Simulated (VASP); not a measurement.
A run of VASP 6.6.1:

Contents of POSCAR:

```
Zn
1.0
    2.6814150722      0.0000000000      0.0000000000
   -1.3407075361      2.3221735706      0.0000000000
    0.0000000000      0.0000000000     10.0124689780
Zn
4
Direct
    0.0000000000      0.0000000000      1.0000000000
    0.0000000000      1.0000000000      0.5000000000
    0.3333333333      0.6666666667      0.2500000000
    0.6666666667      0.3333333333      0.7500000000
```

INCAR.step1

```
PREC     = Accurate       # precision mode
ENCUT    = 520            # plane-wave cutoff, eV
ISMEAR   = -1             # smearing method
SIGMA    = 0.1            # smearing width, eV
LREAL    = False          # projectors in reciprocal space
LASPH    = True           # aspherical terms in the spheres
NELM     = 100            # most SCF steps
NBANDS   = 32             # bands
GGA      = PE             # functional
ALGO     = Normal         # electronic algorithm
EDIFF    = 1E-4           # SCF threshold, eV
LWAVE    = True           # write WAVECAR
LCHARG   = False          # write CHGCAR
```

Contents of INCAR.step2:

```
PREC     = Accurate       # precision mode
ENCUT    = 520            # plane-wave cutoff, eV
EDIFF    = 1E-6           # SCF threshold, eV
ISMEAR   = -1             # smearing method
SIGMA    = 0.1            # smearing width, eV
LREAL    = False          # projectors in reciprocal space
LASPH    = True           # aspherical terms in the spheres
NELM     = 100            # most SCF steps
ALGO     = Normal         # electronic algorithm
ISIF     = 2              # what is computed and relaxed
LWAVE    = False          # write WAVECAR
LCHARG   = True           # write CHGCAR
METAGGA  = R2SCAN         # meta-GGA
LMIXTAU  = True         
LELF     = True           # ELF
LVHAR    = True         
NBANDS   = 32             # bands
ISTART   = 1
```

KPOINTS

```
regular mesh
0
Gamma
  16 16 4
```

Potentials or basis: VASP PAW PBE potentials, release 64 (Zn).

Command:

```sh
$ cat potpaw_PBE.64/Zn/POTCAR > POTCAR
$ cp INCAR.step1 INCAR
$ mpirun -np 1 vasp_std > vasp.out
$ cp INCAR.step2 INCAR
$ mpirun -np 1 vasp_std > vasp.out
```

Hardware: 1 thread of AMD EPYC 7R43 64-Core Processor (Zen 3), on a shared host.

Task: Estimate the wall time of this run.

Result: It took 9.5 min on 1 thread of AMD EPYC 7R43 64-Core Processor (Zen 3), on a shared host, peak memory 0.23 GiB. Counts: k points 90.
